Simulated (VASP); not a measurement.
# Br (Cmce) in VASP: further runs, part 2 of 2

VASP 6.6.1. The steps go on from the part before.

## (3) Single point, r2SCAN

Contents of POSCAR:

```
Br
1.0
    3.5561452287     -2.1274589715      0.0000000000
    3.5561452287      2.1274589715      0.0000000000
    0.0000000000      0.0000000000      8.7699810166
Br
4
Direct
    0.8608174711      0.1391825289      0.1157818195
    0.6391825289      0.3608174711      0.6157818195
    0.1391825289      0.8608174711      0.8842181805
    0.3608174711      0.6391825289      0.3842181805
```

Contents of INCAR.step1:

```
SYSTEM = Br
ALGO = Normal ; EDIFF = 1E-4
ENCUT = 520 ; GGA = PE
ISMEAR = -1 ; LASPH = .True.
LCHARG = .False. ; LREAL = .False.
LWAVE = .True. ; NBANDS = 22
NELM = 80 ; PREC = Accurate
SIGMA = 0.05
```

Contents of INCAR.step2:

```
SYSTEM = Br
ALGO = Normal ; EDIFF = 1E-6
ENCUT = 520 ; ISIF = 2
ISMEAR = -1 ; ISTART = 1
LASPH = .True. ; LCHARG = .False.
LMIXTAU = .True. ; LREAL = .False.
LWAVE = .False. ; METAGGA = R2SCAN
NBANDS = 22 ; NELM = 80
PREC = Accurate ; SIGMA = 0.05
```

Contents of KPOINTS:

```
k-points
0
Gamma
  4 4 2
  0 0 0
```

Potentials or basis: VASP PAW PBE potentials, release 64 (Br).

On the command line:

```bash
> cat potpaw_PBE.64/Br/POTCAR > POTCAR
> cp INCAR.step1 INCAR
> mpirun -np 1 vasp_std > vasp.out
> cp INCAR.step2 INCAR
> mpirun -np 1 vasp_std > vasp.out
```

OUTCAR:

```text
SYSTEM = Br
   EDIFF = 1E-6
   ENCUT = 520
   ISIF = 2
   ISMEAR = -1
   ISTART = 1
   LASPH = .True.
   LREAL = .False.
   METAGGA = R2SCAN
   NELM = 80
   PREC = Accurate

 ion  position               nearest neighbor table
   1  0.861  0.139  0.116-   3 2.35
   2  0.639  0.361  0.616-   4 2.35
   3  0.139  0.861  0.884-   1 2.35
   4  0.361  0.639  0.384-   2 2.35

  LATTYP: Found a base centered orthorhombic cell.
 ALAT       =     4.2549179430
 B/A-ratio  =     1.6715458565
 C/A-ratio  =     2.0611398702

  Lattice vectors:

 A1 = (  -3.5561452287,  -2.1274589715,   0.0000000000)
 A2 = (   3.5561452287,  -2.1274589715,   0.0000000000)
 A3 = (   0.0000000000,   0.0000000000,   8.7699810166)

Analysis of symmetry for initial positions (statically):
=====================================================================
 Subroutine PRICEL returns:
 Original cell was already a primitive cell.

 Routine SETGRP: Setting up the symmetry group for a
 base centered orthorhombic supercell.

 Subroutine GETGRP returns: Found  8 space group operations
 (whereof  4 operations were pure point group operations)
[... 158 lines left out ...]

 E-fermi :   0.3434     XC(G=0):  -8.3928

 val. band max:       -0.4832705934   @ k =   0.0000   0.0000   0.0000
 cond. band min:       1.1886271336   @ k =   0.0000   0.0000   0.0000
 fundamental gap:      1.6718977270
 Fermi energy:         0.3433568934

 k-point     1 :       0.0000    0.0000    0.0000
  band No.  band energies     occupation
      1     -16.9514      2.00000
      2     -16.4426      2.00000
      3     -14.4384      2.00000
      4     -13.4187      2.00000
      5      -5.7179      2.00000
      6      -4.2642      2.00000
[... 339 lines left out ...]
     21       9.2667      0.00000
     22       9.2667      0.00000

------------------------ aborting loop because EDIFF is reached ----------------------------------------

  FORCE on cell =-STRESS in cart. coord.  units (eV):
  Direction    XX          YY          ZZ          XY          YZ          ZX
  --------------------------------------------------------------------------------------
  -------------------------------------------------------------------------------------
  Total       -0.0139870     -0.0530639     -0.0263621      0.0000000     -0.0000000      0.0000000
  in kB       -0.1688747     -0.6406787     -0.3182886      0.0000000     -0.0000000      0.0000000
  external PRESSURE =      -0.3759473 kB  Pullay stress =       0.0000000 kB

 VOLUME and BASIS-vectors are now :
 -----------------------------------------------------------------------------
  energy-cutoff  :      520.00
  volume of cell :      132.70
      direct lattice vectors                 reciprocal lattice vectors
     3.556145229 -2.127458971  0.000000000     0.140601682 -0.235022159  0.000000000
     3.556145229  2.127458971  0.000000000     0.140601682  0.235022159  0.000000000
     0.000000000  0.000000000  8.769981017     0.000000000  0.000000000  0.114025332

 POSITION                                       TOTAL-FORCE (eV/Angst)
 -----------------------------------------------------------------------------------
      3.55615     -1.53525      1.01540         0.000000     -0.003830     -0.000878
      3.55615     -0.59221      5.40039         0.000000      0.003830     -0.000878
      3.55615      1.53525      7.75458         0.000000      0.003830      0.000878
      3.55615      0.59221      3.36959         0.000000     -0.003830      0.000878
 -----------------------------------------------------------------------------------
    total drift:                                0.000000     -0.000000      0.000000

  FREE ENERGIE OF THE ION-ELECTRON SYSTEM (eV)
  ---------------------------------------------------
  free  energy   TOTEN  =       -53.0265616690 eV

  energy  without entropy=      -53.0265616541  energy(sigma->0) =      -53.02656166
```

OSZICAR.step1:

```text
N       E                     dE             d eps       ncg     rms          rms(c)
DAV:   1     0.174310044400E+03    0.17431E+03   -0.11491E+04   616   0.106E+03
DAV:   2     0.648799562197E+01   -0.16782E+03   -0.16294E+03   884   0.186E+02
DAV:   3    -0.673431748952E+01   -0.13222E+02   -0.13164E+02   772   0.583E+01
DAV:   4    -0.686950137586E+01   -0.13518E+00   -0.13514E+00   766   0.703E+00
DAV:   5    -0.687071667680E+01   -0.12153E-02   -0.12152E-02   756   0.652E-01    0.108E+01
DAV:   6    -0.659365394171E+01    0.27706E+00   -0.19466E-01   748   0.227E+00    0.709E+00
DAV:   7    -0.650120292088E+01    0.92451E-01   -0.43850E-01   688   0.336E+00    0.582E-01
DAV:   8    -0.649279510132E+01    0.84078E-02   -0.49801E-02   670   0.117E+00    0.287E-01
DAV:   9    -0.649284586131E+01   -0.50760E-04   -0.93637E-04   748   0.187E-01
   1 F= -.64928459E+01 E0= -.64928458E+01  d E =-.169481E-06
```

Run time: 85 s. Hardware: 1 thread of Intel Xeon Platinum 8488C (Sapphire Rapids), shared host; peak memory 0.27 GiB.

What came out:

```
Free energy            : -53.0266 eV
Pressure               : 0.0 GPa
Largest force          : 0.004 eV/Å
Band gap on the k mesh : 1.67 eV, direct
```

Forces in eV/Å, atoms in the order of the input:
```
Br   0.000 -0.004 -0.001
Br   0.000  0.004 -0.001
Br   0.000  0.004  0.001
Br   0.000 -0.004  0.001
```

Caveat: the k points lie up to 0.43 Å⁻¹ apart; the PAW data sets were made with another functional, which shifts forces and pressure a little.

## (4) Single point, r2SCAN

POSCAR is that of step 3.

Contents of INCAR.step1:

```
  PREC = Accurate
  ENCUT = 520
  ISMEAR = -1
  SIGMA = 0.05
  LREAL = F
  LASPH = T
  NELM = 100
  NBANDS = 22
  GGA = PE
  ALGO = Normal
  EDIFF = 1E-4
  LWAVE = T
  LCHARG = F
```

Contents of INCAR.step2:

```
  PREC = Accurate
  ENCUT = 520
  EDIFF = 1E-6
  ISMEAR = -1
  SIGMA = 0.05
  LREAL = F
  LASPH = T
  NELM = 100
  ALGO = Normal
  ISIF = 2
  LWAVE = F
  LCHARG = F
  METAGGA = R2SCAN
  LMIXTAU = T
  NBANDS = 22
  ISTART = 1
```

Contents of KPOINTS:

```
Automatic mesh
0
Gamma
  5 5 3
```

On the command line:

```bash
> cat potpaw_PBE.64/Br/POTCAR > POTCAR
> cp INCAR.step1 INCAR
> mpirun -np 1 vasp_std > vasp.out
> cp INCAR.step2 INCAR
> mpirun -np 1 vasp_std > vasp.out
```

It took 1.7 min on 1 thread of Intel Xeon Platinum 8488C (Sapphire Rapids), shared host; peak memory 0.28 GiB.

The run converged. Its results:

```yaml
Free_energy: -53.0294 eV
Pressure: -0.1 GPa
Band_gap_on_the_k_mesh: 1.67 eV, direct
```

Forces on the atoms (eV/Å):
```
Br   0.000  0.000  0.002
Br   0.000  0.000  0.002
Br   0.000  0.000 -0.002
Br   0.000  0.000 -0.002
```

Levels at points of the mesh, in eV from the valence-band top:
```
           k point  band 11  band 12  band 13  band 14  band 15  band 16  band 17  band 18
(0.00, 0.00, 0.00)    -1.23    -0.47    -0.36     0.00     1.67     2.69     6.44     7.11
```

Caveat: the PAW data sets were made with another functional, which shifts forces and pressure a little.

## (5) Summary

```tsv
k mesh	gap on the mesh (eV)	pressure (GPa)
3 × 3 × 2	1.67	-0.1
4 × 4 × 2	1.67	0.0
5 × 5 × 3	1.67	-0.1
```

Alike in all rows: task single point; level r2SCAN; potentials or basis VASP PAW PBE potentials, release 64 (Br); no spin polarisation; cell as given; cutoff (eV) 520; smearing fermi-dirac 0.05 eV.

Caveats: some runs use coarse meshes; the PAW data sets were made with another functional, which shifts forces and pressure a little.

Total energies depend on the potentials used, so only differences within one code and one set of settings carry meaning.
